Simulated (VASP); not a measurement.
The system is Ca2Zr2N.

```
Ca Zr N
1.0
    -2.51064    2.51064    4.10679
     2.51064   -2.51064    4.10679
     2.51064    2.51064   -4.10679
Ca Zr N
2 2 1
Direct
  0.75000 0.25000 0.50000
  0.25000 0.75000 0.50000
  0.73707 0.73707 0.00000
  0.26293 0.26293 0.00000
  0.00000 0.00000 0.00000
```

The cell was built from a structure type or drawn by symmetry, and may not be a known phase.

| Quantity | Value |
| --- | --- |
| Program | VASP 6.6.1 |
| Task | relaxation of cell and atoms |
| Functional | PBE |
| Potentials or basis | VASP PAW PBE potentials, release 64 (Ca_sv, Zr_sv, N) |
| Cutoff | 600 eV |
| k mesh | 6 × 6 × 6 |
| Occupations | gaussian, width 0.1 eV |
| Spin | no spin polarisation |

At the start: pressure 18.5 GPa; volume 20.71 Å³/atom.

Q: How do energy, volume and symmetry change on relaxing?

A: Over 16 steps the energy falls by 1458.8 meV/atom and the volume is 30.07 Å³/atom (+45.2 %); space group I4/mmm (No. 139, to 0.1 Å) before and after.

Step by step:
| step | energy change (eV) | largest force (eV/Å) | pressure (GPa) | volume (Å³) |
| --- | --- | --- | --- | --- |
| 1 | 0.0000 | 1.5502 | 18.52 | 103.55 |
| 2 | -6.7745 | 2.9829 | 7.29 | 138.29 |
| 3 | -6.7610 | 3.3703 | 7.43 | 139.32 |
| 4 | -6.2133 | 3.0740 | -6.99 | 178.65 |
| 5 | -7.2175 | 0.2762 | -0.30 | 153.18 |
| 6 | -7.2193 | 0.1341 | 0.02 | 152.41 |
| 7 | -7.2194 | 0.0833 | 0.13 | 152.14 |
| 8 | -7.2617 | 0.2199 | -0.31 | 155.94 |
| 9 | -7.2627 | 0.2736 | -0.38 | 156.59 |
| 10 | -7.2722 | 0.2285 | -0.33 | 155.57 |
| 11 | -7.2905 | 0.1060 | -0.14 | 152.53 |
| 12 | -7.2813 | 0.0469 | 0.46 | 146.48 |
| 13 | -7.2939 | 0.0794 | 0.08 | 150.44 |
| 14 | -7.2939 | 0.0735 | 0.10 | 150.26 |
| 15 | -7.2889 | 0.3391 | -0.53 | 150.81 |
| 16 | -7.2942 | 0.0034 | -0.02 | 150.36 |

Final structure:
```cif
data_structure
_symmetry_space_group_name_H-M 'P 1'
_symmetry_Int_Tables_number 1
_cell_length_a 5.8074
_cell_length_b 5.8074
_cell_length_c 5.8074
_cell_angle_alpha 111.231
_cell_angle_beta 111.231
_cell_angle_gamma 106.007
_cell_volume 150.36
loop_
_atom_site_label
_atom_site_type_symbol
_atom_site_fract_x
_atom_site_fract_y
_atom_site_fract_z
_atom_site_occupancy
Ca1 Ca 0.75000 0.25000 0.50000 1
Ca2 Ca 0.25000 0.75000 0.50000 1
Zr1 Zr 0.72553 0.72553 0.00000 1
Zr2 Zr 0.27447 0.27447 0.00000 1
N1 N 0.00000 0.00000 0.00000 1
```

Caveat: the volume moved by over 15 % at a fixed basis, so the end points are rough.
